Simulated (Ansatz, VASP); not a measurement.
# TaN in VASP and in Ansatz

INCAR

```
SYSTEM = TaN
  PREC = Accurate
  ENCUT = 520
  EDIFF = 1E-6
  ISMEAR = -1
  SIGMA = 0.03
  LREAL = .FALSE.
  LASPH = .TRUE.
  NELM = 100
  ALGO = Normal
  ISIF = 2
  LWAVE = .FALSE.
  LCHARG = .TRUE.
  GGA = PE
  LELF = .TRUE.
  LVHAR = .TRUE.
  NBANDS = 33
```

Contents of KPOINTS:

```
regular mesh
0
G
  5 5 8
  0 0 0
```

Contents of POSCAR:

```
TaN
1.0
    5.1501995545      0.0000000000      0.0000000000
   -2.5750997773      4.4602036488      0.0000000000
    0.0000000000      0.0000000000      2.8884826334
Ta N
3 3
Direct
    0.0000000000      0.0000000000      0.0000000000
    0.3333333333      0.6666666667      0.5000000000
    0.6666666667      0.3333333333      0.5000000000
    0.5000000000      0.0000000000      0.0000000000
    0.5000000000      0.5000000000      0.0000000000
    0.0000000000      0.5000000000      0.0000000000
```

Input for Ansatz:

```yaml
crystal:
  lattice:
    - [5.1501995545, 0.0, 0.0]
    - [-2.5750997773, 4.4602036488, 0.0]
    - [0.0, 0.0, 2.8884826334]
  atoms:
    - { symbol: Ta, position: [0.0, 0.0, 0.0] }
    - { symbol: Ta, position: [0.3333333333, 0.6666666667, 0.5] }
    - { symbol: Ta, position: [0.6666666667, 0.3333333333, 0.5] }
    - { symbol: "N", position: [0.5, 0.0, 0.0] }
    - { symbol: "N", position: [0.5, 0.5, 0.0] }
    - { symbol: "N", position: [0.0, 0.5, 0.0] }
kpoints:
  mp_grid: { grid: [5, 5, 8] }
  band_path:
    path:
      - [0.0, 0.0, 0.0]
      - [0.5, 0.0, 0.0]
      - [0.3333333333, 0.3333333333, 0.0]
      - [0.0, 0.0, 0.0]
      - [0.0, 0.0, 0.5]
      - [0.5, 0.0, 0.5]
      - [0.3333333333, 0.3333333333, 0.5]
      - [0.0, 0.0, 0.5]
      - [0.5, 0.0, 0.5]
    npoints: 5
scf:
  occupations: { method: fermi_dirac, width: 0.03 }
hamiltonian:
  xc: pbe
  pseudopotentials: { kind: all_electron, lapw: { basis_error: 0.0005 } }
output:
  forces: true
  stress: true
  eigenvalues: true
```

Change from the starting cell: volume scaled by 0.98.

Alike in both runs: task single point; functional PBE; k mesh 5 × 5 × 8; occupations fermi-dirac, width 0.03 eV; no spin polarisation.

```csv
,VASP,Ansatz
version,VASP 6.6.1,Ansatz 0.2.0
potentials or method,"VASP PAW PBE potentials, release 64 (Ta_pv, N), cutoff 520 eV","all-electron LAPW, scalar-relativistic"
```

|  | VASP | Ansatz | Ansatz less VASP |
| --- | --- | --- | --- |
| pressure (GPa) | 18.5 | 17.6 | -0.97 |
| traceless stress, the component that is largest in VASP (GPa) | 2.61 | 2.33 | -0.279 |

Ansatz ran all-electron here, and VASP with PAW potentials.

Neither program's run includes spin-orbit coupling.
